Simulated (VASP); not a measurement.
# NdScSb2 (P4/mmm) in VASP: notebook, part 2 of 2

VASP 6.6.1.

**3. Single point, PBE**

This run uses another cell than the first one, of 29.32 Å³/atom.

The input, INCAR:

```
SYSTEM = NdScSb2
  PREC = Accurate
  ENCUT = 500
  EDIFF = 1E-6
  ISMEAR = 0
  SIGMA = 0.1
  LREAL = .FALSE.
  LASPH = .TRUE.
  NELM = 200
  ALGO = Normal
  ISIF = 2
  LWAVE = .FALSE.
  LCHARG = .TRUE.
  GGA = PE
  LELF = .TRUE.
  LVHAR = .TRUE.
  NBANDS = 24
  GGA_COMPAT = .FALSE.
  LMAXMIX = 6
```

The input, KPOINTS:

```
Automatic mesh
0
G
  4 4 4
  0 0 0
```

The input, POSCAR:

```
NdScSb2
1.0
    4.3597165012      0.0000000000      0.0000000000
    0.0000000000      4.3597165012      0.0000000000
    0.0000000000      0.0000000000      6.1700886069
Nd Sc Sb
1 1 2
Direct
    0.0000000000      0.0000000000      0.0000000000
    0.5000000000      0.5000000000      0.5000000000
    0.0000000000      0.0000000000      0.5000000000
    0.5000000000      0.5000000000      0.0000000000
```

Potentials or basis: VASP PAW PBE potentials, release 64 (Nd_3, Sc_sv, Sb), 4f in core.

On the command line:

```
cat potpaw_PBE.64/Nd_3/POTCAR potpaw_PBE.64/Sc_sv/POTCAR potpaw_PBE.64/Sb/POTCAR > POTCAR
mpirun -np 1 vasp_std > vasp.out
```

OUTCAR:

```text
SYSTEM = NdScSb2
   PREC = Accurate
   ENCUT = 500
   EDIFF = 1E-6
   ISMEAR = 0
   LREAL = .FALSE.
   LASPH = .TRUE.
   NELM = 200
   ISIF = 2
   GGA = PE

 ion  position               nearest neighbor table
   1  0.000  0.000  0.000-   4 3.08   4 3.08   4 3.08   4 3.08   3 3.09   3 3.09
   2  0.500  0.500  0.500-   3 3.08   3 3.08   3 3.08   3 3.08   4 3.09   4 3.09
   3  0.000  0.000  0.500-   2 3.08   2 3.08   2 3.08   2 3.08   1 3.09   1 3.09
   4  0.500  0.500  0.000-   1 3.08   1 3.08   1 3.08   1 3.08   2 3.09   2 3.09

  LATTYP: Found a simple tetragonal cell.
 ALAT       =     4.3597165012
 C/A-ratio  =     1.4152499607

  Lattice vectors:

 A1 = (   4.3597165012,   0.0000000000,   0.0000000000)
 A2 = (   0.0000000000,   4.3597165012,   0.0000000000)
 A3 = (   0.0000000000,   0.0000000000,   6.1700886069)

Analysis of symmetry for initial positions (statically):
=====================================================================
 Subroutine PRICEL returns:
 Original cell was already a primitive cell.

 Routine SETGRP: Setting up the symmetry group for a
 simple tetragonal supercell.

 Subroutine GETGRP returns: Found 16 space group operations
 (whereof 16 operations were pure point group operations)
 out of a pool of 16 trial point group operations.

The static configuration has the point symmetry D_4h.

Analysis of symmetry for dynamics (positions and initial velocities):
=====================================================================
 Subroutine PRICEL returns:
 Original cell was already a primitive cell.

 Routine SETGRP: Setting up the symmetry group for a
 simple tetragonal supercell.

 Subroutine GETGRP returns: Found 16 space group operations
 (whereof 16 operations were pure point group operations)
 out of a pool of 16 trial point group operations.

The dynamic configuration has the point symmetry D_4h.

 Subroutine INISYM returns: Found 16 space group operations
 (whereof 16 operations are pure point group operations),
 and found     1 'primitive' translations

----------------------------------------------------------------------------------------

                                     Primitive cell

  volume of cell :     117.2757

  direct lattice vectors                    reciprocal lattice vectors
     4.359716501  0.000000000  0.000000000     0.229372713  0.000000000  0.000000000
     0.000000000  4.359716501  0.000000000     0.000000000  0.229372713  0.000000000
     0.000000000  0.000000000  6.170088607     0.000000000  0.000000000  0.162072227

  length of vectors
     4.359716501  4.359716501  6.170088607     0.229372713  0.229372713  0.162072227

  position of ions in fractional coordinates (direct lattice)
     0.000000000  0.000000000  0.000000000
     0.500000000  0.500000000  0.500000000
     0.000000000  0.000000000  0.500000000
     0.500000000  0.500000000  0.000000000

  ion indices of the primitive-cell ions
   primitive index   ion index
                 1           1
                 2           2
                 3           3
                 4           4

----------------------------------------------------------------------------------------

 KPOINTS: Automatic mesh

Automatic generation of k-mesh.
 Grid dimensions read from file:
 generate k-points for:    4    4    4

 Generating k-lattice:

  Cartesian coordinates                     Fractional coordinates (reciprocal lattice)
     0.057343178  0.000000000  0.000000000     0.250000000  0.000000000  0.000000000
     0.000000000  0.057343178  0.000000000     0.000000000  0.250000000  0.000000000
     0.000000000  0.000000000  0.040518057     0.000000000  0.000000000  0.250000000

  Length of vectors
     0.057343178  0.057343178  0.040518057

  Shift w.r.t. Gamma in fractional coordinates (k-lattice)
     0.000000000  0.000000000  0.000000000

 Subroutine IBZKPT returns following result:
 ===========================================

 Found     18 irreducible k-points:

 Following reciprocal coordinates:
            Coordinates               Weight
  0.000000  0.000000  0.000000      1.000000
  0.250000  0.000000  0.000000      4.000000
  0.500000  0.000000  0.000000      2.000000
  0.250000  0.250000  0.000000      4.000000
  0.500000  0.250000  0.000000      4.000000
  0.500000  0.500000  0.000000      1.000000
[... 10 lines left out ...]
  0.500000  0.250000  0.500000      4.000000
  0.500000  0.500000  0.500000      1.000000
   k-points           NKPTS =     18   k-points in BZ     NKDIM =     18   number of bands    NBANDS=     24
   number of dos      NEDOS =    301   number of ions     NIONS =      4
   total plane-waves  NPLWV =  49152
   dimension x,y,z NGX =    32 NGY =   32 NGZ =   48
   dimension x,y,z NGXF=    64 NGYF=   64 NGZF=   96
   ions per type =               1   1   2
   NGX,Y,Z   is equivalent  to a cutoff of  12.20, 12.20, 12.93 a.u.
   NGXF,Y,Z  is equivalent  to a cutoff of  24.40, 24.40, 25.87 a.u.
 SYSTEM =  NdScSb2
   PREC   = accura    normal or accurate (medium, high low for compatibility)
   ISTART =      0    job   : 0-new  1-cont  2-samecut
   ICHARG =      2    charge: 1-file 2-atom 10-const
   ISPIN  =      1    spin polarized calculation?
   LNONCOLLINEAR =      F non collinear calculations
   LSORBIT =      F    spin-orbit coupling
   LASPH  =      T    aspherical Exc in radial PAW
   ENCUT  =  500.0 eV  36.75 Ry    6.06 a.u.   7.95  7.95 11.25*2*pi/ulx,y,z
   NELM   =    200;   NELMIN=  2; NELMDL= -5     # of ELM steps
   EDIFF  = 0.1E-05   stopping-criterion for ELM
   LREAL  =      F    real-space projection
   EDIFFG = 0.1E-04   stopping-criterion for IOM
   NSW    =      0    number of steps for IOM
   IBRION =     -1    ionic relax: 0-MD 1-quasi-New 2-CG
   NFREE  =      0    steps in history (QN), initial steepest desc. (CG)
   ISIF   =      2    stress and relaxation
   ISYM   =      2    0-nonsym 1-usesym 2-fastsym
   POTIM  = 0.5000    time-step for ionic-motion
   TEBEG  =    0.0;   TEEND  =   0.0 temperature during run
   PSTRESS=    0.0 pullay stress
   NELECT =      32.0000    total number of electrons
   NUPDOWN=      -1.0000    fix difference up-down
   EMIN   =  10.00;   EMAX   =-10.00  energy-range for DOS
   EFERMI =   0.00;   METHOD = LEGACY
   ISMEAR =     0;   SIGMA  =   0.10  broadening in eV -4-tet -1-fermi 0-gaus
   EFERMI_NEDOS =   21; number of points for ismear=-14 and -15
   IALGO  =     38    algorithm
   IMIX   =      4    mixing-type and parameters
     AMIX     =   0.40;   BMIX     =  1.00
     AMIX_MAG =   1.60;   BMIX_MAG =  1.00
  volume/ion in A,a.u.               =      29.32       197.85
  Fermi-wavevector in a.u.,A,eV,Ry     =   1.061831  2.006570 15.340374  1.127486
  Thomas-Fermi vector in A             =   2.197261
   LORBIT       =      0    0 simple, 1 ext, 2 COOP (PROOUT), +10 PAW based schemes
   GGA     = PE    functional components
   LHFCALC =     F    Hartree Fock is set to
   AEXX    =    0.0000 exact exchange contribution
   IVDW    =     0    specifies the selected vdW correction
   LEPSILON=     F    determine dielectric tensor
   LRPA    =     F    only Hartree local field effects (RPA)
 non-spin polarized calculation
 Gauss-broadening in eV      SIGMA  =   0.10
  energy-cutoff  :      500.00
  volume of cell :      117.28
 maximum number of plane-waves:      3048
 NGX is ok and might be reduce to    32
   NGX = 15   NGY = 15   NGZ = 23

 number of electron      31.9999996 magnetization

 Free energy of the ion-electron system (eV)
  ---------------------------------------------------
  ext. energy  EPLUGINS =         0.00000000
  ---------------------------------------------------
  free energy    TOTEN  =       -23.16205388 eV

  energy without entropy =      -23.15670101  energy(sigma->0) =      -23.15937745

 E-fermi :   5.1640     XC(G=0):  -9.6952

 val. band max:        5.1128153141   @ k =   0.0000   0.0000   0.5000
 cond. band min:       5.2236449564   @ k =   0.0000   0.0000   0.2500
 fundamental gap:      0.1108296424
 Fermi energy:         5.1640173418

 k-point     1 :       0.0000    0.0000    0.0000
  band No.  band energies     occupation
      1     -45.1720      2.00000
      2     -32.5680      2.00000
      3     -23.7703      2.00000
      4     -23.7703      2.00000
      5     -23.7599      2.00000
      6     -13.8154      2.00000
[... 475 lines left out ...]
     23       7.5935      0.00000
     24       8.7559      0.00000

------------------------ aborting loop because EDIFF is reached ----------------------------------------

  FORCE on cell =-STRESS in cart. coord.  units (eV):
  Direction    XX          YY          ZZ          XY          YZ          ZX
  --------------------------------------------------------------------------------------
  -------------------------------------------------------------------------------------
  Total        0.2856826      0.2856826      0.0861504      0.0000000     -0.0000000     -0.0000000
  in kB        3.9028909      3.9028909      1.1769555      0.0000000     -0.0000000     -0.0000000
  external PRESSURE =       2.9942458 kB  Pullay stress =       0.0000000 kB

 VOLUME and BASIS-vectors are now :
 -----------------------------------------------------------------------------
  energy-cutoff  :      500.00
  volume of cell :      117.28
      direct lattice vectors                 reciprocal lattice vectors
     4.359716501  0.000000000  0.000000000     0.229372713  0.000000000  0.000000000
     0.000000000  4.359716501  0.000000000     0.000000000  0.229372713  0.000000000
     0.000000000  0.000000000  6.170088607     0.000000000  0.000000000  0.162072227

 POSITION                                       TOTAL-FORCE (eV/Angst)
 -----------------------------------------------------------------------------------
      0.00000      0.00000      0.00000         0.000000      0.000000      0.000000
      2.17986      2.17986      3.08504         0.000000      0.000000      0.000000
      0.00000      0.00000      3.08504         0.000000      0.000000      0.000000
      2.17986      2.17986      0.00000         0.000000      0.000000      0.000000
 -----------------------------------------------------------------------------------
    total drift:                                0.000000      0.000000     -0.000000

  FREE ENERGIE OF THE ION-ELECTRON SYSTEM (eV)
  ---------------------------------------------------
  free  energy   TOTEN  =       -23.1620538830 eV

  energy  without entropy=      -23.1567010077  energy(sigma->0) =      -23.15937745
```

Run time: 67 s. Hardware: 1 thread of AMD EPYC 7R43 (Zen 3), shared host; peak memory 0.2 GiB.

Results:

```
Free energy            : -23.1621 eV
Pressure               : 0.3 GPa
Band gap on the k mesh : zero (bands 16 and 17 overlap by 1.27 eV)
```

Levels at points of the mesh, in eV from the Fermi level:
| k point | band 12 | band 13 | band 14 | band 15 | band 16 | band 17 | band 18 | band 19 | band 20 | band 21 |
| --- | --- | --- | --- | --- | --- | --- | --- | --- | --- | --- |
| (0.00, 0.00, 0.00) | -0.64 | -0.64 | -0.51 | 0.79 | 0.79 | 0.81 | 0.87 | 0.87 | 0.90 | 1.05 |
| (0.50, 0.00, 0.00) | -3.23 | -2.33 | -1.89 | -1.36 | -1.35 | 1.30 | 1.64 | 1.79 | 2.25 | 2.33 |
| (0.50, 0.50, 0.00) | -2.80 | -1.09 | -0.48 | -0.48 | -0.47 | -0.47 | -0.10 | 1.46 | 1.83 | 1.90 |
| (0.00, 0.00, 0.50) | -2.39 | -0.71 | -0.71 | -0.24 | -0.24 | -0.05 | 0.17 | 1.12 | 2.09 | 2.09 |
| (0.50, 0.00, 0.50) | -3.83 | -2.02 | -1.98 | -1.55 | -1.51 | 1.67 | 1.69 | 1.89 | 2.70 | 3.01 |
| (0.50, 0.50, 0.50) | -2.76 | -2.25 | -2.08 | -1.74 | -1.74 | 1.59 | 1.59 | 1.60 | 1.90 | 2.16 |

Caveat: the k points lie up to 0.36 Å⁻¹ apart, too coarse for converged energies and pressures of a metal; spin-orbit coupling is left out, which moves the levels of the heavy elements; the 4f electrons are frozen in the core, so they carry no moment and show no levels.

The gap in the log of VASP goes by the Fermi energy; the results here count the filled bands.